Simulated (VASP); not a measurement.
Here is a VASP 6.6.1 calculation.

Contents of INCAR:

```
PREC = Accurate
ENCUT = 520
EDIFF = 1E-7
ISMEAR = 0
SIGMA = 0.1
LREAL = F
LASPH = T
NELM = 60
ALGO = Normal
ISIF = 2
LWAVE = F
LCHARG = F
LDIPOL = T
IDIPOL = 3
DIPOL = 0.5 0.5 0.496
GGA = PS
NBANDS = 28
```

The input KPOINTS:

```
regular mesh
0
Gamma
  12 12 1
```

File POSCAR:

```
HPt4
1.0
    2.7704872837      0.0000000000      0.0000000000
   -1.3852436419      2.3993123686      0.0000000000
    0.0000000000      0.0000000000     25.7862801841
Pt H
4 1
Direct
    0.6666666667      0.3333333333      0.3296326550
    0.3333333333      0.6666666667      0.4173573434
   -0.0024637923      0.0024637923      0.5052782049
    0.6617033524      0.3382966476      0.5957941190
    0.3271511362     -0.3271511362      0.6317589839
```

Potentials or basis: VASP PAW PBE potentials, release 64 (Pt, H).

Launch:

```bash
$ cat potpaw_PBE.64/Pt/POTCAR potpaw_PBE.64/H/POTCAR > POTCAR
$ mpirun -np 1 vasp_std > vasp.out
```

Problem. Predict the largest force.

Solution. 0.084 eV/Å.

Forces in eV/Å, atoms in the order of the input:
```
Pt   0.005 -0.003 -0.066
Pt  -0.013  0.008  0.083
Pt  -0.001  0.000 -0.002
Pt  -0.002  0.001 -0.025
H    0.011 -0.006  0.010
```

Caveat: the PAW data sets were made with another functional, which shifts forces and pressure a little.
